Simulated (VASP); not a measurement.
A run of VASP 6.6.1:

Contents of INCAR:

```
SYSTEM = GaN
PREC = Accurate
ENCUT = 520
EDIFF = 1E-6
ISMEAR = 0
SIGMA = 0.01
LREAL = .False.
LASPH = .True.
NELM = 150
ALGO = Normal
ISIF = 2
LWAVE = .False.
LCHARG = .False.
MAGMOM = 0 0 0 0 0 0
LORBIT = 11
LSORBIT = .True.
GGA_COMPAT = .False.
LORBMOM = .True.
GGA = PS
NBANDS = 30
```

Contents of KPOINTS:

```
Automatic mesh
0
Gamma
  10 10 10
  0 0 0
```

The input POSCAR:

```
GaN
1.0
    2.1982346483      2.1982346483      0.0000000000
   -2.1982346483      2.1982346483      0.0000000000
    0.0000000000      2.1982346483      2.1982346483
Ga N
1 1
Direct
    0.0000000000      0.0000000000      0.0000000000
    0.2500000000      0.7500000000      0.5000000000
```

Potentials or basis: VASP PAW PBE potentials, release 64 (Ga_d, N).

Command:

```sh
$ cat potpaw_PBE.64/Ga_d/POTCAR potpaw_PBE.64/N/POTCAR > POTCAR
$ mpirun -np 1 vasp_ncl > vasp.out
```

Hardware: 1 thread of Intel Xeon 8259CL, with other jobs on the host.

**Question.** How long does it take, and how much memory?

**Answer.** Wall time 89 s on 1 thread of Intel Xeon 8259CL, on a shared host, peak memory 0.21 GiB. Counts: scf iterations 15, k points 73.
